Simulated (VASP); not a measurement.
## ZrB: single point with PBEsol

Crystal: ZrB.

```xyz
4
Lattice="2.4311 2.4311 0.0000 -2.4311 2.4311 0.0000 0.0000 0.0000 4.9594" Properties=species:S:1:pos:R:3 pbc="T T T"
Zr    0.0000    0.0000    0.0000
Zr    0.0000    2.4311    2.4797
B     0.0000    2.4311    0.0000
B     0.0000    0.0000    2.4797
```

This cell differs from its parent crystal: strain along c alone, the other axes held: +2.0 %.

```yaml
Program: VASP 6.6.1
Task: single point
Functional: PBEsol
Potentials_or_basis: VASP PAW PBE potentials, release 64 (Zr_sv, B)
Cutoff: 520 eV
k_mesh: 16 × 16 × 12
Occupations: gaussian, width 0.1 eV
Spin: no spin polarisation
```

- Pressure: -2.9 GPa
- Band gap on the k mesh: zero (band 15 reaches 9.41 eV, above the bottom of band 16 at 6.26 eV)

Stress tensor (GPa, compression positive):
```
-0.90  0.00  0.00
 0.00 -0.90  0.00
 0.00  0.00 -6.87
```

Levels at points of the mesh, in eV from the Fermi level:
```tsv
k point	band 12	band 13	band 14	band 15	band 16	band 17	band 18	band 19	band 20	band 21
(0.00, 0.00, 0.00)	-0.81	1.60	1.79	1.79	2.17	2.17	3.06	3.25	3.41	3.51
(0.50, 0.00, 0.00)	-2.46	-1.00	-1.00	-0.78	-0.78	3.63	3.63	5.23	5.23	5.99
(0.50, 0.50, 0.00)	-0.82	-0.69	-0.69	2.02	2.02	2.08	2.08	4.60	4.60	5.68
(0.00, 0.00, 0.50)	-1.46	0.18	0.18	1.44	1.44	1.44	1.44	3.86	3.86	5.65
(0.50, 0.00, 0.50)	-3.83	-1.19	-1.19	-1.14	-1.14	4.79	4.79	4.90	4.90	6.13
(0.50, 0.50, 0.50)	-1.00	-1.00	-1.00	-0.82	-0.82	4.31	4.31	4.31	4.31	5.86
```

It used 160 s of CPU time on 1 thread of Intel(R) Xeon(R) 6975P-C (Granite Rapids) (shared host).

Caveat: the cell differs from its parent crystal (strain along c alone, the other axes held: +2.0 %); the PAW data sets were made with another functional, which shifts forces and pressure a little.
